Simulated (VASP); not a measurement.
# Sr2AlO (P6/mmm) in VASP: relaxation of cell and atoms with PBE

Aim: the relaxation of cell and atoms of Sr2AlO with PBE.

Program: VASP 6.6.1. These are calculated values, not measurements. Logs are shortened: lines on timing, memory, paths and dates and some standing lists are left out, and cuts for length are marked.

## Step 1: The cell of the first run

It takes space group P6/mmm (No. 191, hexagonal). The conventional cell has a = 5.638 Å, b = 5.638 Å, c = 3.658 Å, α = 90.00°, β = 90.00°, γ = 120.00°. Sr (site symmetry -6m2) has 5 Sr at 3.26 to 3.66 Å and 3 O at 3.26 Å and 6 Al at 3.73 Å within 4.3 Å. Al (site symmetry 6/mmm) has 2 O at 1.83 Å within 2.4 Å. Within 2.4 Å of O (site symmetry 6/mmm) lie 2 Al at 1.83 Å.

The cell was built from a structure type or drawn by symmetry, and may not be a known phase.

## Step 2: Relaxation of cell and atoms, PBE

INCAR

```
SYSTEM = Sr2AlO
PREC = Accurate
ENCUT = 600
EDIFF = 1E-6
ISMEAR = 0
SIGMA = 0.1
LREAL = .False.
LASPH = .True.
NELM = 100
ALGO = Normal
ISIF = 3
LWAVE = .False.
LCHARG = .False.
GGA = PE
IBRION = 2
NSW = 100
EDIFFG = -0.01
```

KPOINTS

```
Automatic mesh
0
Gamma
  12 12 12
  0 0 0
```

POSCAR

```
Sr2AlO
1.0
    5.6382213814      0.0000000000      0.0000000000
   -2.8191106907      4.8828429484      0.0000000000
    0.0000000000      0.0000000000      3.6580148917
Sr Al O
2 1 1
Direct
    0.3333333333      0.6666666667      0.5000000000
    0.6666666667      0.3333333333      0.5000000000
    0.0000000000      0.0000000000      0.0000000000
    0.0000000000      0.0000000000      0.5000000000
```

Potentials or basis: VASP PAW PBE potentials, release 64 (Sr_sv, Al, O).

Launch:

```
$ cat potpaw_PBE.64/Sr_sv/POTCAR potpaw_PBE.64/Al/POTCAR potpaw_PBE.64/O/POTCAR > POTCAR
$ mpirun -np 1 vasp_std > vasp.out
```

OUTCAR:

```text
SYSTEM = Sr2AlO
   PREC = Accurate
   ENCUT = 600
   EDIFF = 1E-6
   ISMEAR = 0
   LREAL = .False.
   LASPH = .True.
   NELM = 100
   ISIF = 3
   GGA = PE
   IBRION = 2
   NSW = 100
   EDIFFG = -0.01

 ion  position               nearest neighbor table
   1  0.333  0.667  0.500-   2 3.26   4 3.26   2 3.26   4 3.26   4 3.26   2 3.26   3 3.73   3 3.73
                             3 3.73   3 3.73   3 3.73   3 3.73   2 4.90   2 4.90   2 4.90   2 4.90
   2  0.667  0.333  0.500-   1 3.26   4 3.26   1 3.26   4 3.26   4 3.26   1 3.26   3 3.73   3 3.73
                             3 3.73   3 3.73   3 3.73   3 3.73   1 4.90   1 4.90   1 4.90   1 4.90
   3  0.000  0.000  0.000-   4 1.83   4 1.83   1 3.73   1 3.73   2 3.73   2 3.73   1 3.73   1 3.73
                             2 3.73   2 3.73   2 3.73   2 3.73   1 3.73   1 3.73
   4  0.000  0.000  0.500-   3 1.83   3 1.83   1 3.26   2 3.26   1 3.26   2 3.26   2 3.26   1 3.26

  LATTYP: Found a hexagonal cell.
 ALAT       =     5.6382213814
 C/A-ratio  =     0.6487888013

  Lattice vectors:

 A1 = (   5.6382213814,   0.0000000000,   0.0000000000)
 A2 = (  -2.8191106907,   4.8828429484,   0.0000000000)
 A3 = (   0.0000000000,   0.0000000000,   3.6580148917)

Analysis of symmetry for initial positions (statically):
=====================================================================
 Subroutine PRICEL returns:
 Original cell was already a primitive cell.

 Routine SETGRP: Setting up the symmetry group for a
 hexagonal supercell.

 Subroutine GETGRP returns: Found 24 space group operations
 (whereof 24 operations were pure point group operations)
 out of a pool of 24 trial point group operations.

The static configuration has the point symmetry D_6h.

Analysis of symmetry for dynamics (positions and initial velocities):
=====================================================================
 Subroutine PRICEL returns:
 Original cell was already a primitive cell.

 Routine SETGRP: Setting up the symmetry group for a
 hexagonal supercell.

 Subroutine GETGRP returns: Found 24 space group operations
 (whereof 24 operations were pure point group operations)
 out of a pool of 24 trial point group operations.

The dynamic configuration has the point symmetry D_6h.

 Subroutine INISYM returns: Found 24 space group operations
 (whereof 24 operations are pure point group operations),
 and found     1 'primitive' translations

----------------------------------------------------------------------------------------

                                     Primitive cell

  volume of cell :     100.7072

  direct lattice vectors                    reciprocal lattice vectors
     5.638221381  0.000000000  0.000000000     0.177360897  0.102399361  0.000000000
    -2.819110691  4.882842948  0.000000000     0.000000000  0.204798723  0.000000000
     0.000000000  0.000000000  3.658014892     0.000000000  0.000000000  0.273372315

  length of vectors
     5.638221381  5.638221381  3.658014892     0.204798723  0.204798723  0.273372315

  position of ions in fractional coordinates (direct lattice)
     0.333333333  0.666666667  0.500000000
     0.666666667  0.333333333  0.500000000
     0.000000000  0.000000000  0.000000000
     0.000000000  0.000000000  0.500000000

  ion indices of the primitive-cell ions
   primitive index   ion index
                 1           1
                 2           2
                 3           3
                 4           4

----------------------------------------------------------------------------------------

 KPOINTS: Automatic mesh

Automatic generation of k-mesh.
 Grid dimensions read from file:
 generate k-points for:   12   12   12

 Generating k-lattice:

  Cartesian coordinates                     Fractional coordinates (reciprocal lattice)
     0.014780075  0.008533280  0.000000000     0.083333333  0.000000000  0.000000000
     0.000000000  0.017066560  0.000000000     0.000000000  0.083333333  0.000000000
     0.000000000  0.000000000  0.022781026     0.000000000  0.000000000  0.083333333

  Length of vectors
     0.017066560  0.017066560  0.022781026

  Shift w.r.t. Gamma in fractional coordinates (k-lattice)
     0.000000000  0.000000000  0.000000000

 Subroutine IBZKPT returns following result:
 ===========================================

 Found    133 irreducible k-points:

 Following reciprocal coordinates:
            Coordinates               Weight
  0.000000  0.000000  0.000000      1.000000
  0.083333  0.000000  0.000000      6.000000
  0.166667  0.000000  0.000000      6.000000
  0.250000  0.000000  0.000000      6.000000
  0.333333 -0.000000  0.000000      6.000000
  0.416667  0.000000  0.000000      6.000000
[... 16 lines left out ...]
  0.250000  0.000000  0.083333     12.000000
  0.333333 -0.000000  0.083333     12.000000
 [... further k-points ...]
   k-points           NKPTS =    133   k-points in BZ     NKDIM =    133   number of bands    NBANDS=     18
   number of dos      NEDOS =    301   number of ions     NIONS =      4
   total plane-waves  NPLWV =  69120
   dimension x,y,z NGX =    48 NGY =   48 NGZ =   30
   dimension x,y,z NGXF=    96 NGYF=   96 NGZF=   60
   ions per type =               2   1   1
   NGX,Y,Z   is equivalent  to a cutoff of  14.15, 14.15, 13.63 a.u.
   NGXF,Y,Z  is equivalent  to a cutoff of  28.31, 28.31, 27.27 a.u.
 SYSTEM =  Sr2AlO
   PREC   = accura    normal or accurate (medium, high low for compatibility)
   ISTART =      0    job   : 0-new  1-cont  2-samecut
   ICHARG =      2    charge: 1-file 2-atom 10-const
   ISPIN  =      1    spin polarized calculation?
   LNONCOLLINEAR =      F non collinear calculations
   LSORBIT =      F    spin-orbit coupling
   LASPH  =      T    aspherical Exc in radial PAW
   ENCUT  =  600.0 eV  44.10 Ry    6.64 a.u.  11.26 11.26  7.31*2*pi/ulx,y,z
   NELM   =    100;   NELMIN=  2; NELMDL= -5     # of ELM steps
   EDIFF  = 0.1E-05   stopping-criterion for ELM
   LREAL  =      F    real-space projection
   EDIFFG = -.1E-01   stopping-criterion for IOM
   NSW    =    100    number of steps for IOM
   IBRION =      2    ionic relax: 0-MD 1-quasi-New 2-CG
   NFREE  =      1    steps in history (QN), initial steepest desc. (CG)
   ISIF   =      3    stress and relaxation
   ISYM   =      2    0-nonsym 1-usesym 2-fastsym
   POTIM  = 0.5000    time-step for ionic-motion
   TEBEG  =    0.0;   TEEND  =   0.0 temperature during run
   PSTRESS=    0.0 pullay stress
   NELECT =      29.0000    total number of electrons
   NUPDOWN=      -1.0000    fix difference up-down
   EMIN   =  10.00;   EMAX   =-10.00  energy-range for DOS
   EFERMI =   0.00;   METHOD = LEGACY
   ISMEAR =     0;   SIGMA  =   0.10  broadening in eV -4-tet -1-fermi 0-gaus
   EFERMI_NEDOS =   21; number of points for ismear=-14 and -15
   IALGO  =     38    algorithm
   IMIX   =      4    mixing-type and parameters
     AMIX     =   0.40;   BMIX     =  1.00
     AMIX_MAG =   1.60;   BMIX_MAG =  1.00
  volume/ion in A,a.u.               =      25.18       169.90
  Fermi-wavevector in a.u.,A,eV,Ry     =   1.081071  2.042927 15.901314  1.168714
  Thomas-Fermi vector in A             =   2.217078
   LORBIT       =      0    0 simple, 1 ext, 2 COOP (PROOUT), +10 PAW based schemes
   GGA     = PE    functional components
   LHFCALC =     F    Hartree Fock is set to
   AEXX    =    0.0000 exact exchange contribution
   IVDW    =     0    specifies the selected vdW correction
   LEPSILON=     F    determine dielectric tensor
   LRPA    =     F    only Hartree local field effects (RPA)
 conjugate gradient relaxation of ions
 non-spin polarized calculation
 Gauss-broadening in eV      SIGMA  =   0.10
  energy-cutoff  :      600.00
  volume of cell :      100.71
 maximum number of plane-waves:      3417
 NGX is ok and might be reduce to    48
   NGX = 23   NGY = 23   NGZ = 15

--------------------------------------- Ionic step        1  -------------------------------------------

 number of electron      29.0000001 magnetization

 Free energy of the ion-electron system (eV)
  ---------------------------------------------------
  ext. energy  EPLUGINS =         0.00000000
  ---------------------------------------------------
  free energy    TOTEN  =       -15.07646880 eV

  energy without entropy =      -15.06681130  energy(sigma->0) =      -15.07164005

------------------------ aborting loop because EDIFF is reached ----------------------------------------

  FORCE on cell =-STRESS in cart. coord.  units (eV):
  Direction    XX          YY          ZZ          XY          YZ          ZX
  --------------------------------------------------------------------------------------
  -------------------------------------------------------------------------------------
  Total        0.0639420      0.0639420     -0.1111879      0.0000000      0.0000000      0.0000000
  in kB        1.0172708      1.0172708     -1.7689177      0.0000000      0.0000000      0.0000000
  external PRESSURE =       0.0885413 kB  Pullay stress =       0.0000000 kB
[... 137 lines left out ...]
  energy  without entropy=      -15.0671136939  energy(sigma->0) =      -15.07191802

--------------------------------------- Ionic step        5  -------------------------------------------

 number of electron      29.0000001 magnetization

 Free energy of the ion-electron system (eV)
  ---------------------------------------------------
  ext. energy  EPLUGINS =         0.00000000
  ---------------------------------------------------
  free energy    TOTEN  =       -15.07673218 eV

  energy without entropy =      -15.06713748  energy(sigma->0) =      -15.07193483

 E-fermi :   3.6556     XC(G=0):  -8.9816

 val. band max:        3.6550011520   @ k =   0.5000   0.0000   0.2500
 cond. band min:       3.6570388654   @ k =   0.0833   0.0000   0.4167
 fundamental gap:      0.0020377134
 Fermi energy:         3.6555808840

 k-point     1 :       0.0000    0.0000    0.0000
  band No.  band energies     occupation
      1     -32.6801      2.00000
      2     -32.4970      2.00000
      3     -15.6997      2.00000
      4     -15.1094      2.00000
      5     -15.1094      2.00000
      6     -14.3912      2.00000
[... 10 lines left out ...]
     17       5.4849      0.00000
     18       5.5243      0.00000
[... 466 lines left out ...]
      2     -32.5342      2.00000
      3     -15.7635      2.00000
      4     -15.1602      2.00000
      5     -14.9370      2.00000
      6     -14.4717      2.00000
[... 10 lines left out ...]
     17       5.3968      0.00000
     18       5.5939      0.00000

 [... further k-points ...]
[... 5 lines left out ...]
  --------------------------------------------------------------------------------------
  -------------------------------------------------------------------------------------
  Total        0.0186629      0.0186629      0.0367153      0.0000000     -0.0000000      0.0000000
  in kB        0.2957080      0.2957080      0.5817424      0.0000000     -0.0000000      0.0000000
  external PRESSURE =       0.3910528 kB  Pullay stress =       0.0000000 kB
[... 19 lines left out ...]
  FREE ENERGIE OF THE ION-ELECTRON SYSTEM (eV)
  ---------------------------------------------------
  free  energy   TOTEN  =       -15.0767321788 eV

  energy  without entropy=      -15.0671374830  energy(sigma->0) =      -15.07193483

 reached required accuracy - stopping structural energy minimisation
```

Wall time 7.2 min (1 thread of Intel Xeon 6975P-C (Granite Rapids), shared host); peak memory 0.49 GiB.

What came out:

```
Free energy                           : -15.0767 eV
Relaxed volume                        : 25.28 Å³/atom
Relaxed cell                          : a = 5.655 Å, b = 5.655 Å, c = 3.651 Å, α = 90.00°, β = 90.00°, γ = 120.00°
Space group after relaxing (to 0.1 Å) : P6/mmm (No. 191)
Energy gained by relaxing             : 0.1 meV/atom
Ionic steps                           : 5
Pressure after relaxing               : 0.0 GPa
Band gap on the k mesh                : zero (an odd number of electrons rules out a gap without spin polarisation)
```

The path:
| step | energy change (eV) | largest force (eV/Å) | pressure (GPa) | volume (Å³) |
| --- | --- | --- | --- | --- |
| 1 | 0.0000 | 0.0000 | 0.01 | 100.71 |
| 2 | -0.0002 | 0.0000 | 0.07 | 100.73 |
| 3 | -0.0002 | 0.0000 | 0.10 | 100.74 |
| 4 | -0.0003 | 0.0000 | 0.04 | 101.00 |
| 5 | -0.0003 | 0.0000 | 0.04 | 101.12 |

Final structure:
```xyz
4
Lattice="5.6555 0.0000 0.0000 -2.8277 4.8978 0.0000 0.0000 0.0000 3.6506" Properties=species:S:1:pos:R:3 pbc="T T T"
Sr    0.0000    3.2652    1.8253
Sr    2.8277    1.6326    1.8253
Al    0.0000    0.0000    0.0000
O     0.0000    0.0000    1.8253
```

Levels at points of the mesh, in eV from the Fermi level:
| k point | band 11 | band 12 | band 13 | band 14 | band 15 | band 16 | band 17 | band 18 |
| --- | --- | --- | --- | --- | --- | --- | --- | --- |
| (0.00, 0.00, 0.00) | -4.96 | -4.96 | -3.90 | 1.23 | 1.71 | 1.83 | 1.83 | 1.87 |
| (0.50, 0.00, 0.00) | -5.21 | -4.87 | -2.31 | -1.15 | -0.30 | 1.56 | 1.96 | 2.01 |
| (0.00, 0.00, 0.50) | -4.50 | -4.50 | -0.38 | 0.10 | 0.20 | 0.20 | 0.48 | 0.48 |
| (0.50, 0.00, 0.50) | -4.57 | -4.42 | -1.06 | -0.75 | -0.62 | 1.35 | 2.05 | 2.31 |

Caveat: an odd number of electrons without spin polarisation forces a metal; a magnetic or distorted state may lie lower.
